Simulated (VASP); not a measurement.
The system is GaSiP.

```
Ga Si P
1.0
     3.72944    0.00000    0.00000
     0.00000    3.72944    0.00000
     0.00000    0.00000    6.56336
Ga Si P
2 2 2
Cartesian
  1.8647 0.0000 1.3488
  0.0000 1.8647 5.2146
  1.8647 0.0000 4.2563
  0.0000 1.8647 2.3070
  0.0000 0.0000 0.0000
  1.8647 1.8647 0.0000
```

* Program: VASP 6.6.1
* Task: relaxation of cell and atoms
* Functional: PBE
* Potentials or basis: VASP PAW PBE potentials, release 64 (Ga_d, Si, P)
* Cutoff: 600 eV
* k mesh: 6 × 6 × 4
* Occupations: gaussian, width 0.1 eV
* Spin: no spin polarisation

At the start: pressure 22.3 GPa; volume 15.21 Å³/atom.

**Question.** How do energy, volume and symmetry change on relaxing?

**Answer.** Over 42 steps the energy falls by 617.4 meV/atom and the volume is 17.24 Å³/atom (+13.3 %); space group P4/nmm (No. 129, to 0.1 Å) before and after.

The path:
```csv
step,energy change (eV),largest force (eV/Å),pressure (GPa),volume (Å³)
1,0.0000,4.4337,22.25,91.29
3,-1.9696,1.0809,-2.74,113.30
5,-2.2738,1.0651,4.06,100.78
7,-2.4078,0.3121,1.16,103.83
9,-2.4741,0.2692,0.17,104.83
11,-2.6854,0.7169,-2.45,106.84
13,-2.7971,1.9407,-1.93,108.46
15,-2.8924,2.0016,-1.81,108.96
17,-2.9266,1.9269,-1.76,108.91
19,-3.1583,1.3855,-2.60,107.64
21,-3.3958,0.6030,-1.50,102.68
23,-3.4756,0.1953,-1.46,102.99
25,-3.5382,0.3075,1.23,99.81
27,-3.5684,0.3712,-0.44,102.17
29,-3.5896,0.3940,-2.67,105.77
31,-3.6445,0.3599,-2.52,106.25
33,-3.6662,0.3388,-1.97,106.69
35,-3.6668,0.3466,-2.11,106.63
37,-3.7021,0.0795,0.18,103.27
39,-3.7038,0.0410,0.18,103.23
41,-3.7045,0.0470,0.03,103.39
42,-3.7046,0.0397,0.02,103.42
```

Final structure:
```
Ga Si P
1.0
     3.35599    0.00000    0.00000
     0.00000    3.35599    0.00000
     0.00000    0.00000    9.18275
Ga Si P
2 2 2
Cartesian
  1.6780 0.0000 2.3684
  0.0000 1.6780 6.8143
  1.6780 0.0000 5.0858
  0.0000 1.6780 4.0970
  0.0000 0.0000 0.0000
  1.6780 1.6780 0.0000
```

Caveat: the highest band is partly filled, so the run has too few bands; a cell axis changed by over 15 % at a fixed basis, so the end point is rough.
